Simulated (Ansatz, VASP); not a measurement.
TeRu: VASP beside Ansatz

The input POSCAR:

```
TeRu
1.0
    0.0000000000      2.7105248454      2.7105248454
    2.7105248454      0.0000000000      2.7105248454
    2.7105248454      2.7105248454      0.0000000000
Ru Te
1 1
Direct
    0.5000000000      0.5000000000      0.5000000000
    0.0000000000      0.0000000000      0.0000000000
```

INCAR.step1

```
PREC     = Accurate       # precision mode
ENCUT    = 520            # plane-wave cutoff, eV
ISMEAR   = 0              # smearing method
SIGMA    = 0.05           # smearing width, eV
LREAL    = False          # projectors in reciprocal space
LASPH    = True           # aspherical terms in the spheres
NELM     = 80             # most SCF steps
NBANDS   = 17             # bands
GGA      = PE             # functional
ALGO     = Normal         # electronic algorithm
EDIFF    = 1E-4           # SCF threshold, eV
LWAVE    = True           # write WAVECAR
LCHARG   = False          # write CHGCAR
```

File INCAR.step2:

```
PREC     = Accurate       # precision mode
ENCUT    = 520            # plane-wave cutoff, eV
EDIFF    = 1E-6           # SCF threshold, eV
ISMEAR   = 0              # smearing method
SIGMA    = 0.05           # smearing width, eV
LREAL    = False          # projectors in reciprocal space
LASPH    = True           # aspherical terms in the spheres
NELM     = 80             # most SCF steps
ALGO     = Normal         # electronic algorithm
ISIF     = 2              # what is computed and relaxed
LWAVE    = False          # write WAVECAR
LCHARG   = False          # write CHGCAR
METAGGA  = R2SCAN         # meta-GGA
LMIXTAU  = True         
NBANDS   = 17             # bands
ISTART   = 1
```

KPOINTS

```
Automatic mesh
0
Gamma
  12 12 12
```

Input for Ansatz:

```yaml
crystal:
  lattice:
    - [0.0, 2.7105248454, 2.7105248454]
    - [2.7105248454, 0.0, 2.7105248454]
    - [2.7105248454, 2.7105248454, 0.0]
  atoms:
    - { symbol: Ru, position: [0.5, 0.5, 0.5] }
    - { symbol: Te, position: [0.0, 0.0, 0.0] }
basis:
  ecutwfc: "58.8 Ry"
  ecutrho_ratio: 4
kpoints:
  mp_grid: { grid: [12, 12, 12] }
hamiltonian:
  xc: r2scan
scf:
  occupations: { method: gaussian, width: 0.05 }
output:
  forces: true
  stress: true
  write_density: true
  write_potential: true
  elf: true
  volumetric_format: npy
```

Alike in both runs: task single point; functional r2SCAN; k mesh 12 × 12 × 12; occupations gaussian, width 0.05 eV; no spin polarisation.

```csv
,VASP,Ansatz
version,VASP 6.6.1,Ansatz 0.2.0
potentials or method,"VASP PAW PBE potentials, release 64 (Ru_pv, Te), cutoff 520 eV","scalar-relativistic, plane waves, PAW"
valence electrons in the cell,20,32
```

|  | VASP | Ansatz | Ansatz less VASP |
| --- | --- | --- | --- |
| gap on the k mesh at the Fermi level (eV) | none | none | - |
| pressure (GPa) | 0.0 | 0.0 | -0.01 |

VASP's potentials were made for PBE, not for r2SCAN. A gap of «none» marks a metal or a gap that the smearing closes. The functional is the same, so the differences come from potentials, cutoffs and numerics. VASP's potentials hold 20 valence electrons a cell and Ansatz's 32, so a difference there can come from the potentials and not from the codes.

Spin-orbit coupling is off throughout.
